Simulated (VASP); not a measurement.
# In (Im-3m) in VASP: notebook

The runs below take In through single point, with PBE exchange alone, revPBE, PBEsol.

All numbers are computed with VASP 6.6.1; they aren't measurements. Logs are shortened: lines on timing, memory, paths and dates and some standing lists are left out, and cuts for length are marked.

### Step 1. The cell of the first run

Symmetry: Im-3m, No. 229, cubic system. Conventional cell: a = 3.765 Å, b = 3.765 Å, c = 3.765 Å, α = 90.00°, β = 90.00°, γ = 90.00°. In (site symmetry m-3m) has 14 In at 3.26 to 3.77 Å within 4.3 Å.

### Step 2. Single point, PBE exchange alone

The input, INCAR:

```
SYSTEM = In
  PREC = Accurate
  ENCUT = 520
  EDIFF = 1E-7
  ISMEAR = 1
  SIGMA = 0.025
  LREAL = .FALSE.
  LASPH = .TRUE.
  NELM = 60
  ALGO = Fast
  ISIF = 2
  LWAVE = .FALSE.
  LCHARG = .FALSE.
  GGA = PE
  ALDAC = 0.0
  AGGAC = 0.0
  NBANDS = 12
```

The input, KPOINTS:

```
Automatic mesh
0
G
  10 10 10
  0 0 0
```

The input, POSCAR:

```
In
1.0
   -1.8825252400      1.8825252400      1.8825252400
    1.8825252400     -1.8825252400      1.8825252400
    1.8825252400      1.8825252400     -1.8825252400
In
1
Direct
    0.0000000000      0.0000000000      0.0000000000
```

Potentials or basis: VASP PAW PBE potentials, release 64 (In_d).

On the command line:

```
$ cat potpaw_PBE.64/In_d/POTCAR > POTCAR
$ mpirun -np 1 vasp_std > vasp.out
```

OUTCAR:

```text
SYSTEM = In
   PREC = Accurate
   ENCUT = 520
   EDIFF = 1E-7
   ISMEAR = 1
   LREAL = .FALSE.
   LASPH = .TRUE.
   NELM = 60
   ISIF = 2
   GGA = PE

 ion  position               nearest neighbor table
   1  0.000  0.000  0.000-

  LATTYP: Found a body centered cubic cell.
 ALAT       =     3.7650504800

  Lattice vectors:

 A1 = (  -1.8825252400,   1.8825252400,   1.8825252400)
 A2 = (   1.8825252400,  -1.8825252400,   1.8825252400)
 A3 = (   1.8825252400,   1.8825252400,  -1.8825252400)

Analysis of symmetry for initial positions (statically):
=====================================================================
 Subroutine PRICEL returns:
 Original cell was already a primitive cell.

 Routine SETGRP: Setting up the symmetry group for a
 body centered cubic supercell.

 Subroutine GETGRP returns: Found 48 space group operations
 (whereof 48 operations were pure point group operations)
 out of a pool of 48 trial point group operations.

The static configuration has the point symmetry O_h .

Analysis of symmetry for dynamics (positions and initial velocities):
=====================================================================
 Subroutine PRICEL returns:
 Original cell was already a primitive cell.

 Routine SETGRP: Setting up the symmetry group for a
 body centered cubic supercell.

 Subroutine GETGRP returns: Found 48 space group operations
 (whereof 48 operations were pure point group operations)
 out of a pool of 48 trial point group operations.

The dynamic configuration has the point symmetry O_h .

 Subroutine INISYM returns: Found 48 space group operations
 (whereof 48 operations are pure point group operations),
 and found     1 'primitive' translations

----------------------------------------------------------------------------------------

                                     Primitive cell

  volume of cell :      26.6859

  direct lattice vectors                    reciprocal lattice vectors
    -1.882525240  1.882525240  1.882525240     0.000000000  0.265600689  0.265600689
     1.882525240 -1.882525240  1.882525240     0.265600689  0.000000000  0.265600689
     1.882525240  1.882525240 -1.882525240     0.265600689  0.265600689  0.000000000

  length of vectors
     3.260629362  3.260629362  3.260629362     0.375616096  0.375616096  0.375616096

  position of ions in fractional coordinates (direct lattice)
     0.000000000  0.000000000  0.000000000

  ion indices of the primitive-cell ions
   primitive index   ion index
                 1           1

----------------------------------------------------------------------------------------

 KPOINTS: Automatic mesh

Automatic generation of k-mesh.
 Grid dimensions read from file:
 generate k-points for:   10   10   10

 Generating k-lattice:

  Cartesian coordinates                     Fractional coordinates (reciprocal lattice)
     0.000000000  0.026560069  0.026560069     0.100000000  0.000000000  0.000000000
     0.026560069  0.000000000  0.026560069     0.000000000  0.100000000  0.000000000
     0.026560069  0.026560069  0.000000000     0.000000000  0.000000000  0.100000000

  Length of vectors
     0.037561610  0.037561610  0.037561610

  Shift w.r.t. Gamma in fractional coordinates (k-lattice)
     0.000000000  0.000000000  0.000000000

 Subroutine IBZKPT returns following result:
 ===========================================

 Found     47 irreducible k-points:

 Following reciprocal coordinates:
            Coordinates               Weight
  0.000000  0.000000  0.000000      1.000000
  0.100000  0.000000  0.000000     12.000000
  0.200000  0.000000  0.000000     12.000000
  0.300000  0.000000  0.000000     12.000000
  0.400000  0.000000  0.000000     12.000000
  0.500000  0.000000  0.000000      6.000000
[... 16 lines left out ...]
  0.300000  0.300000  0.100000      8.000000
 -0.300000  0.300000  0.100000     24.000000
 [... further k-points ...]
   k-points           NKPTS =     47   k-points in BZ     NKDIM =     47   number of bands    NBANDS=     12
   number of dos      NEDOS =    301   number of ions     NIONS =      1
   total plane-waves  NPLWV =  13824
   dimension x,y,z NGX =    24 NGY =   24 NGZ =   24
   dimension x,y,z NGXF=    48 NGYF=   48 NGZF=   48
   ions per type =               1
   NGX,Y,Z   is equivalent  to a cutoff of  12.24, 12.24, 12.24 a.u.
   NGXF,Y,Z  is equivalent  to a cutoff of  24.47, 24.47, 24.47 a.u.
 SYSTEM =  In
   PREC   = accura    normal or accurate (medium, high low for compatibility)
   ISTART =      0    job   : 0-new  1-cont  2-samecut
   ICHARG =      2    charge: 1-file 2-atom 10-const
   ISPIN  =      1    spin polarized calculation?
   LNONCOLLINEAR =      F non collinear calculations
   LSORBIT =      F    spin-orbit coupling
   LASPH  =      T    aspherical Exc in radial PAW
   ENCUT  =  520.0 eV  38.22 Ry    6.18 a.u.   6.06  6.06  6.06*2*pi/ulx,y,z
   NELM   =     60;   NELMIN=  2; NELMDL= -5     # of ELM steps
   EDIFF  = 0.1E-06   stopping-criterion for ELM
   LREAL  =      F    real-space projection
   EDIFFG = 0.1E-05   stopping-criterion for IOM
   NSW    =      0    number of steps for IOM
   IBRION =     -1    ionic relax: 0-MD 1-quasi-New 2-CG
   NFREE  =      0    steps in history (QN), initial steepest desc. (CG)
   ISIF   =      2    stress and relaxation
   ISYM   =      2    0-nonsym 1-usesym 2-fastsym
   POTIM  = 0.5000    time-step for ionic-motion
   TEBEG  =    0.0;   TEEND  =   0.0 temperature during run
   PSTRESS=    0.0 pullay stress
   NELECT =      13.0000    total number of electrons
   NUPDOWN=      -1.0000    fix difference up-down
   EMIN   =  10.00;   EMAX   =-10.00  energy-range for DOS
   EFERMI =   0.00;   METHOD = LEGACY
   ISMEAR =     1;   SIGMA  =   0.03  broadening in eV -4-tet -1-fermi 0-gaus
   EFERMI_NEDOS =   21; number of points for ismear=-14 and -15
   IALGO  =     68    algorithm
   IMIX   =      4    mixing-type and parameters
     AMIX     =   0.40;   BMIX     =  1.00
     AMIX_MAG =   1.60;   BMIX_MAG =  1.00
  volume/ion in A,a.u.               =      26.69       180.09
  Fermi-wavevector in a.u.,A,eV,Ry     =   1.288136  2.434225 22.576080  1.659295
  Thomas-Fermi vector in A             =   2.420108
   LORBIT       =      0    0 simple, 1 ext, 2 COOP (PROOUT), +10 PAW based schemes
   GGA     = PE    functional components
   LHFCALC =     F    Hartree Fock is set to
   AEXX    =    0.0000 exact exchange contribution
   IVDW    =     0    specifies the selected vdW correction
   LEPSILON=     F    determine dielectric tensor
   LRPA    =     F    only Hartree local field effects (RPA)
 non-spin polarized calculation
 RMM-DIIS sequential band-by-band and
 Methfessel and Paxton  Order N= 1 SIGMA  =   0.03
  energy-cutoff  :      520.00
  volume of cell :       26.69
 maximum number of plane-waves:       736
   NGX = 13   NGY = 13   NGZ = 13

 number of electron      13.0000005 magnetization

 Free energy of the ion-electron system (eV)
  ---------------------------------------------------
  ext. energy  EPLUGINS =         0.00000000
  ---------------------------------------------------
  free energy    TOTEN  =        -1.07693243 eV

  energy without entropy =       -1.07684603  energy(sigma->0) =       -1.07690363

 E-fermi :   8.7793     XC(G=0):  -8.5375

 val. band max:        8.7661503504   @ k =  -0.3000   0.5000   0.1000
 cond. band min:       8.7945875009   @ k =  -0.4000   0.4000   0.2000
 fundamental gap:      0.0284371505
 Fermi energy:         8.7792823537

 k-point     1 :       0.0000    0.0000    0.0000
  band No.  band energies     occupation
      1      -5.7320      2.00000
      2      -5.7320      2.00000
      3      -5.7320      2.00000
      4      -5.4626      2.00000
      5      -5.4626      2.00000
      6      -0.5737      2.00000
      7      19.4798      0.00000
      8      19.4798      0.00000
      9      19.4798      0.00000
     10      22.0249      0.00000
     11      22.0249      0.00000
     12      22.0249      0.00000

 k-point     2 :       0.1000    0.0000    0.0000
  band No.  band energies     occupation
      1      -5.7423      2.00000
      2      -5.7225      2.00000
      3      -5.6921      2.00000
      4      -5.4735      2.00000
      5      -5.4632      2.00000
      6      -0.3459      2.00000
      7      17.5357      0.00000
      8      18.5577      0.00000
      9      19.0308      0.00000
     10      20.9131      0.00000
     11      21.2553      0.00000
     12      21.8546      0.00000

 k-point     3 :       0.2000    0.0000    0.0000
  band No.  band energies     occupation
      1      -5.7691      2.00000
      2      -5.7087      2.00000
      3      -5.5858      2.00000
      4      -5.4946      2.00000
      5      -5.4642      2.00000
      6       0.3456      2.00000
      7      14.1523      0.00000
      8      17.0144      0.00000
      9      17.9872      0.00000
     10      20.0623      0.00000
     11      20.2932      0.00000
     12      22.3167      0.00000

 k-point     4 :       0.3000    0.0000    0.0000
  band No.  band energies     occupation
      1      -5.8021      2.00000
      2      -5.7202      2.00000
      3      -5.4989      2.00000
      4      -5.4652      2.00000
      5      -5.4506      2.00000
      6       1.5118      2.00000
      7      10.8676      0.00000
      8      15.6905      0.00000
      9      16.9962      0.00000
     10      19.4820      0.00000
     11      19.5915      0.00000
     12      23.4223      0.00000

 k-point     5 :       0.4000    0.0000    0.0000
  band No.  band energies     occupation
      1      -5.8287      2.00000
      2      -5.7506      2.00000
      3      -5.4854      2.00000
      4      -5.4656      2.00000
      5      -5.3378      2.00000
      6       3.1413      2.00000
      7       7.9301      2.00000
      8      14.8252      0.00000
      9      16.3442      0.00000
     10      19.1530      0.00000
     11      19.1749      0.00000
     12      24.8845      0.00000
[... 228 lines left out ...]
      1      -5.7781      2.00000
      2      -5.6688      2.00000
      3      -5.4858      2.00000
      4      -5.4714      2.00000
      5      -5.4349      2.00000
      6       5.0582      2.00000
      7       7.6980      2.00000
      8      10.2096      0.00000
      9      12.6009      0.00000
     10      23.7518      0.00000
     11      25.4909      0.00000
     12      25.7779      0.00000

 k-point    22 :      -0.2000    0.2000    0.1000
  band No.  band energies     occupation
      1      -5.7286      2.00000
      2      -5.6874      2.00000
      3      -5.5929      2.00000
      4      -5.5276      2.00000
      5      -5.4650      2.00000
      6       0.5751      2.00000
      7      14.2951      0.00000
      8      16.0740      0.00000
      9      16.8940      0.00000
     10      19.2830      0.00000
     11      21.4921      0.00000
     12      21.8750      0.00000

 k-point    23 :       0.3000    0.3000    0.1000
  band No.  band energies     occupation
      1      -5.7691      2.00000
      2      -5.5718      2.00000
      3      -5.5718      2.00000
      4      -5.4593      2.00000
      5      -5.4593      2.00000
      6       6.0200      2.00000
      7       8.1799      2.00000
      8       8.1799      2.00000
      9      12.3399      0.00000
     10      25.2887      0.00000
     11      25.2888      0.00000
     12      25.6387      0.00000

 k-point    24 :      -0.3000    0.3000    0.1000
  band No.  band energies     occupation
      1      -5.7593      2.00000
      2      -5.6954      2.00000
      3      -5.5323      2.00000
      4      -5.4774      2.00000
      5      -5.4564      2.00000
      6       1.7400      2.00000
      7      11.0636      0.00000
      8      14.8224      0.00000
      9      16.0789      0.00000
     10      19.7721      0.00000
     11      20.7583      0.00000
     12      21.6567      0.00000

 [... further k-points ...]
[... 5 lines left out ...]
  --------------------------------------------------------------------------------------
  -------------------------------------------------------------------------------------
  Total        1.8747418      1.8747418      1.8747418     -0.0000000      0.0000000      0.0000000
  in kB      112.5562537    112.5562537    112.5562537     -0.0000000      0.0000000      0.0000000
  external PRESSURE =     112.5562537 kB  Pullay stress =       0.0000000 kB

 VOLUME and BASIS-vectors are now :
 -----------------------------------------------------------------------------
  energy-cutoff  :      520.00
  volume of cell :       26.69
      direct lattice vectors                 reciprocal lattice vectors
    -1.882525240  1.882525240  1.882525240     0.000000000  0.265600689  0.265600689
     1.882525240 -1.882525240  1.882525240     0.265600689  0.000000000  0.265600689
     1.882525240  1.882525240 -1.882525240     0.265600689  0.265600689  0.000000000

 POSITION                                       TOTAL-FORCE (eV/Angst)
 -----------------------------------------------------------------------------------
      0.00000      0.00000      0.00000         0.000000      0.000000     -0.000000
 -----------------------------------------------------------------------------------
    total drift:                                0.000000      0.000000      0.000000

  FREE ENERGIE OF THE ION-ELECTRON SYSTEM (eV)
  ---------------------------------------------------
  free  energy   TOTEN  =        -1.0769324272 eV

  energy  without entropy=       -1.0768460338  energy(sigma->0) =       -1.07690363
```

Run time: 20 s. Hardware: 1 thread of Intel Xeon 8259CL, shared host; peak memory 0.14 GiB.

What came out:

| Item | Value |
| --- | --- |
| Free energy | -1.0769 eV |
| Pressure | 11.3 GPa |

Caveat: spin-orbit coupling is left out, which moves the levels of the heavy elements.

(Continued in part 2 of 2.)
